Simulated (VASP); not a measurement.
## Rh: single point with LDA

The system is Rh.

```
CELL_PARAMETERS angstrom
-0.18770 1.95212 1.87704
1.95212 -0.18770 1.87704
1.76441 1.76441 0.00000
ATOMIC_POSITIONS crystal
Rh 0.00000 0.00000 0.00000
```

| Property | Result |
| --- | --- |
| Program | VASP 6.6.1 |
| Task | single point |
| Functional | LDA |
| Potentials or basis | VASP PAW LDA potentials, release 64 (Rh_pv) |
| Cutoff | 520 eV |
| k mesh | 20 × 20 × 20 |
| Occupations | gaussian, width 0.15 eV |
| Spin | no spin polarisation |

- Pressure: -9.0 GPa
- Band gap on the k mesh: zero (an odd number of electrons rules out a gap without spin polarisation)

Stress tensor (GPa, compression positive):
```
 -5.07  26.36   0.00
 26.36  -5.07   0.00
  0.00   0.00 -16.90
```

Levels at points of the mesh, in eV from the Fermi level:
```
           k point  band 4  band 5  band 6  band 7  band 8  band 9  band 10  band 11
(0.00, 0.00, 0.00)   -7.69   -3.95   -3.50   -1.75   -0.78   -0.21    15.73    18.33
(0.50, 0.00, 0.00)   -5.95   -3.60   -1.89   -0.29    0.04    1.04     7.17    16.50
(0.50, 0.50, 0.00)   -6.14   -5.71    0.79    1.06    1.22    3.75     9.41    12.63
(0.00, 0.00, 0.50)   -5.86   -4.17   -1.93    0.46    1.22    1.89     9.98    14.83
(0.50, 0.00, 0.50)   -5.99   -5.62    0.07    0.95    1.43    3.27    11.92    13.45
```

Wall time 71 s on 1 thread of Intel(R) Xeon(R) 6975P-C (Granite Rapids) (shared host), peak memory 0.3 GiB.

Caveat: the stress differs along the axes, from -17 to -5 GPa.
